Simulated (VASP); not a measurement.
# PbF2 (R3m) in VASP: notebook

The runs below take PbF2 through single point, with PBE.

Program: VASP 6.6.1. These are calculated values, not measurements. Logs are shortened: lines on timing, memory, paths and dates and some standing lists are left out, and cuts for length are marked.

### 1 The cell of the first run

It takes space group R3m (No. 160, trigonal). The conventional cell has a = 4.183 Å, b = 4.183 Å, c = 10.247 Å, α = 90.00°, β = 90.00°, γ = 120.00°. Within 2.2 Å of Pb (site symmetry 3m) lie 1 F at 1.64 Å. Within 2.2 Å of F (site symmetry 3m) lie 1 Pb at 1.64 Å. F (site symmetry 3m) has 4 Pb at 2.45 to 3.02 Å and 6 F at 2.72 to 3.25 Å within 3.3 Å.

### 2 Single point, PBE (shortest bond scaled by 0.64)

Contents of INCAR:

```
PREC = Accurate ; ENCUT = 520
EDIFF = 1E-6 ; ISMEAR = -1
SIGMA = 0.03 ; LREAL = False
LASPH = True ; NELM = 60
ALGO = Normal ; ISIF = 2
LWAVE = False ; LCHARG = False
GGA = PE ; NBANDS = 21
```

Contents of KPOINTS:

```
regular mesh
0
Gamma
  7 7 7
```

Contents of POSCAR:

```
PbF2
1.0
    0.0000000000      2.9579484323      2.9579484323
    2.9579484323      0.0000000000      2.9579484323
    2.9579484323      2.9579484323      0.0000000000
Pb F
1 2
Direct
   -0.0450000000     -0.0450000000     -0.0450000000
    0.7950000000      0.7950000000      0.7950000000
    0.2500000000      0.2500000000      0.2500000000
```

Potentials or basis: VASP PAW PBE potentials, release 64 (Pb_d, F).

Command:

```
> cat potpaw_PBE.64/Pb_d/POTCAR potpaw_PBE.64/F/POTCAR > POTCAR
> mpirun -np 1 vasp_std > vasp.out
```

OUTCAR:

```text
PREC = Accurate
   ENCUT = 520
   EDIFF = 1E-6
   ISMEAR = -1
   LREAL = False
   LASPH = True
   NELM = 60
   ISIF = 2
   GGA = PE

 ion  position               nearest neighbor table
   1  0.955  0.955  0.955-   2 1.64   3 2.45   3 2.45   3 2.45   2 3.00   2 3.00   2 3.00   3 3.02

   2  0.795  0.795  0.795-   1 1.64   1 3.00   1 3.00   1 3.00
   3  0.250  0.250  0.250-   1 2.45   1 2.45   1 2.45   1 3.02

  LATTYP: Found a face centered cubic cell.
 ALAT       =     5.9158968646

  Lattice vectors:

 A1 = (   0.0000000000,   2.9579484323,   2.9579484323)
 A2 = (   2.9579484323,   0.0000000000,   2.9579484323)
 A3 = (   2.9579484323,   2.9579484323,   0.0000000000)

Analysis of symmetry for initial positions (statically):
=====================================================================
 Subroutine PRICEL returns:
 Original cell was already a primitive cell.

 Routine SETGRP: Setting up the symmetry group for a
 face centered cubic supercell.

 Subroutine GETGRP returns: Found  6 space group operations
 (whereof  6 operations were pure point group operations)
 out of a pool of 48 trial point group operations.

The static configuration has the point symmetry C_3v.

Analysis of symmetry for dynamics (positions and initial velocities):
=====================================================================
 Subroutine PRICEL returns:
 Original cell was already a primitive cell.

 Routine SETGRP: Setting up the symmetry group for a
 face centered cubic supercell.

 Subroutine GETGRP returns: Found  6 space group operations
 (whereof  6 operations were pure point group operations)
 out of a pool of 48 trial point group operations.

The dynamic configuration has the point symmetry C_3v.

 Subroutine INISYM returns: Found  6 space group operations
 (whereof  6 operations are pure point group operations),
 and found     1 'primitive' translations

----------------------------------------------------------------------------------------

                                     Primitive cell

  volume of cell :      51.7609

  direct lattice vectors                    reciprocal lattice vectors
     0.000000000  2.957948432  2.957948432    -0.169036077  0.169036077  0.169036077
     2.957948432  0.000000000  2.957948432     0.169036077 -0.169036077  0.169036077
[... 81 lines left out ...]
   ISPIN  =      1    spin polarized calculation?
   LNONCOLLINEAR =      F non collinear calculations
   LSORBIT =      F    spin-orbit coupling
   LASPH  =      T    aspherical Exc in radial PAW
   ENCUT  =  520.0 eV  38.22 Ry    6.18 a.u.   7.78  7.78  7.78*2*pi/ulx,y,z
   NELM   =     60;   NELMIN=  2; NELMDL= -5     # of ELM steps
   EDIFF  = 0.1E-05   stopping-criterion for ELM
   LREAL  =      F    real-space projection
   EDIFFG = 0.1E-04   stopping-criterion for IOM
   NSW    =      0    number of steps for IOM
   IBRION =     -1    ionic relax: 0-MD 1-quasi-New 2-CG
   NFREE  =      0    steps in history (QN), initial steepest desc. (CG)
   ISIF   =      2    stress and relaxation
   ISYM   =      2    0-nonsym 1-usesym 2-fastsym
   POTIM  = 0.5000    time-step for ionic-motion
   TEBEG  =    0.0;   TEEND  =   0.0 temperature during run
   PSTRESS=    0.0 pullay stress
   NELECT =      28.0000    total number of electrons
   NUPDOWN=      -1.0000    fix difference up-down
   EMIN   =  10.00;   EMAX   =-10.00  energy-range for DOS
   EFERMI =   0.00;   METHOD = LEGACY
   ISMEAR =    -1;   SIGMA  =   0.03  broadening in eV -4-tet -1-fermi 0-gaus
   EFERMI_NEDOS =   21; number of points for ismear=-14 and -15
   IALGO  =     38    algorithm
   IMIX   =      4    mixing-type and parameters
     AMIX     =   0.40;   BMIX     =  1.00
     AMIX_MAG =   1.60;   BMIX_MAG =  1.00
  volume/ion in A,a.u.               =      17.25       116.43
  Fermi-wavevector in a.u.,A,eV,Ry     =   1.333911  2.520727 24.209105  1.779319
  Thomas-Fermi vector in A             =   2.462733
   LORBIT       =      0    0 simple, 1 ext, 2 COOP (PROOUT), +10 PAW based schemes
   GGA     = PE    functional components
   LHFCALC =     F    Hartree Fock is set to
   AEXX    =    0.0000 exact exchange contribution
   IVDW    =     0    specifies the selected vdW correction
   LEPSILON=     F    determine dielectric tensor
   LRPA    =     F    only Hartree local field effects (RPA)
 non-spin polarized calculation
  energy-cutoff  :      520.00
  volume of cell :       51.76
 maximum number of plane-waves:      1411
   NGX = 15   NGY = 15   NGZ = 15

 number of electron      28.0000003 magnetization

 Free energy of the ion-electron system (eV)
  ---------------------------------------------------
  ext. energy  EPLUGINS =         0.00000000
  ---------------------------------------------------
  free energy    TOTEN  =        -9.91859870 eV

  energy without entropy =       -9.91859870  energy(sigma->0) =       -9.91859870

 E-fermi :   3.6864     XC(G=0):  -9.3025

 val. band max:        2.9511570631   @ k =  -0.4286   0.4286  -0.4286
 cond. band min:       6.7768373599   @ k =   0.4286   0.4286   0.0000
 fundamental gap:      3.8256802968
 Fermi energy:         3.6864032986

 k-point     1 :       0.0000    0.0000    0.0000
  band No.  band energies     occupation
      1     -22.8334      2.00000
      2     -18.9460      2.00000
      3     -12.3557      2.00000
      4     -12.3557      2.00000
      5     -12.2157      2.00000
      6     -12.2157      2.00000
[... 565 lines left out ...]
     20      17.6150      0.00000
     21      19.2056      0.00000

 [... further k-points ...]

------------------------ aborting loop because EDIFF is reached ----------------------------------------

  FORCE on cell =-STRESS in cart. coord.  units (eV):
  Direction    XX          YY          ZZ          XY          YZ          ZX
  --------------------------------------------------------------------------------------
  -------------------------------------------------------------------------------------
  Total       14.1951774     14.1951774     14.1951774     12.1633177     12.1633177     12.1633177
  in kB      439.3894394    439.3894394    439.3894394    376.4964131    376.4964131    376.4964131
  external PRESSURE =     439.3894394 kB  Pullay stress =       0.0000000 kB

 VOLUME and BASIS-vectors are now :
 -----------------------------------------------------------------------------
  energy-cutoff  :      520.00
  volume of cell :       51.76
      direct lattice vectors                 reciprocal lattice vectors
     0.000000000  2.957948432  2.957948432    -0.169036077  0.169036077  0.169036077
     2.957948432  0.000000000  2.957948432     0.169036077 -0.169036077  0.169036077
     2.957948432  2.957948432  0.000000000     0.169036077  0.169036077 -0.169036077

 POSITION                                       TOTAL-FORCE (eV/Angst)
 -----------------------------------------------------------------------------------
      5.64968      5.64968      5.64968        12.450066     12.450066     12.450066
      4.70314      4.70314      4.70314       -12.663135    -12.663135    -12.663135
      1.47897      1.47897      1.47897         0.213069      0.213069      0.213069
 -----------------------------------------------------------------------------------
    total drift:                                0.001118      0.001118      0.001118

  FREE ENERGIE OF THE ION-ELECTRON SYSTEM (eV)
  ---------------------------------------------------
  free  energy   TOTEN  =        -9.9185987027 eV

  energy  without entropy=       -9.9185987027  energy(sigma->0) =       -9.91859870
```

OSZICAR:

```text
N       E                     dE             d eps       ncg     rms          rms(c)
DAV:   1     0.307452880840E+03    0.30745E+03   -0.14143E+04  1848   0.155E+03
DAV:   2     0.160619725633E+02   -0.29139E+03   -0.27562E+03  1926   0.429E+02
DAV:   3    -0.112142153256E+02   -0.27276E+02   -0.26985E+02  2191   0.141E+02
DAV:   4    -0.119637532492E+02   -0.74954E+00   -0.74893E+00  2144   0.247E+01
DAV:   5    -0.119867442289E+02   -0.22991E-01   -0.22990E-01  2310   0.457E+00    0.862E+00
DAV:   6    -0.995353763239E+01    0.20332E+01   -0.79145E+00  2821   0.341E+01    0.258E+00
DAV:   7    -0.993632998673E+01    0.17208E-01   -0.62028E-01  1988   0.626E+00    0.157E+00
DAV:   8    -0.991619344277E+01    0.20137E-01   -0.68815E-02  2891   0.360E+00    0.475E-01
DAV:   9    -0.991727077955E+01   -0.10773E-02   -0.10407E-02  2330   0.108E+00    0.148E-01
DAV:  10    -0.991833792919E+01   -0.10671E-02   -0.45080E-03  1997   0.851E-01    0.911E-02
DAV:  11    -0.991859021261E+01   -0.25228E-03   -0.13427E-03  2371   0.417E-01    0.274E-02
DAV:  12    -0.991858878044E+01    0.14322E-05   -0.11984E-04  2221   0.106E-01    0.194E-02
DAV:  13    -0.991859803155E+01   -0.92511E-05   -0.52941E-05  1943   0.670E-02    0.428E-03
DAV:  14    -0.991859870274E+01   -0.67118E-06   -0.30748E-06  2198   0.147E-02
   1 F= -.99185987E+01 E0= -.99185987E+01  d E =-.124676E-11
```

Wall time 48 s (1 thread of Intel Xeon 8259CL, shared host); peak memory 0.2 GiB.

What came out:

```yaml
Free_energy: -9.9186 eV
Pressure: 43.9 GPa
Largest_force: 21.933 eV/Å
Band_gap_on_the_k_mesh: 3.83 eV (least direct gap 4.17 eV)
```

Forces in eV/Å, atoms in the order of the input:
```
Pb   12.450  12.450  12.450
F   -12.663 -12.663 -12.663
F     0.213   0.213   0.213
```

Caveat: the cell differs from its parent crystal (shortest bond scaled by 0.64); the cell stands under pressure; spin-orbit coupling is left out, which moves the levels of the heavy elements; an odd mesh through Γ misses points on the zone boundary, where band edges can lie; forces of over 1 eV/Å act on the atoms, so gaps and moduli don't describe the material at rest.

### 3 Single point, PBE

Contents of INCAR:

```
PREC = Accurate ; ENCUT = 520
EDIFF = 1E-7 ; ISMEAR = -5
SIGMA = 0.1 ; LREAL = False
LASPH = True ; NELM = 60
ALGO = Normal ; ISIF = 2
LWAVE = False ; LCHARG = False
GGA = PE ; NBANDS = 21
```

Contents of KPOINTS:

```
Automatic mesh
0
Gamma
  7 7 7
```

POSCAR is that of step 2.

Potentials or basis: VASP PAW PBE potentials, release 64 (Pb_d, F).

Command:

```
> cat potpaw_PBE.64/Pb_d/POTCAR potpaw_PBE.64/F/POTCAR > POTCAR
> mpirun -np 1 vasp_std > vasp.out
```

Wall time 54 s (1 thread of Intel Xeon 8259CL, shared host); peak memory 0.2 GiB.

Results (log left out):

```
Free energy            : -9.9186 eV
Pressure               : 43.9 GPa
Largest force          : 21.933 eV/Å
Band gap on the k mesh : 3.83 eV (least direct gap 4.17 eV)
```

Forces in eV/Å, atoms in the order of the input:
```
Pb   12.450  12.450  12.450
F   -12.663 -12.663 -12.663
F     0.213   0.213   0.213
```

Stress tensor (GPa, compression positive):
```
43.95 37.65 37.65
37.65 43.95 37.65
37.65 37.65 43.95
```

Levels at points of the mesh, in eV from the valence-band top:
| k point | band 12 | band 13 | band 14 | band 15 | band 16 | band 17 |
| --- | --- | --- | --- | --- | --- | --- |
| (0.00, 0.00, 0.00) | -3.31 | -3.21 | -2.82 | 6.11 | 6.11 | 8.86 |

Caveat: the cell stands under pressure; spin-orbit coupling is left out, which moves the levels of the heavy elements; an odd mesh through Γ misses points on the zone boundary, where band edges can lie; forces of over 1 eV/Å act on the atoms, so gaps and moduli don't describe the material at rest.
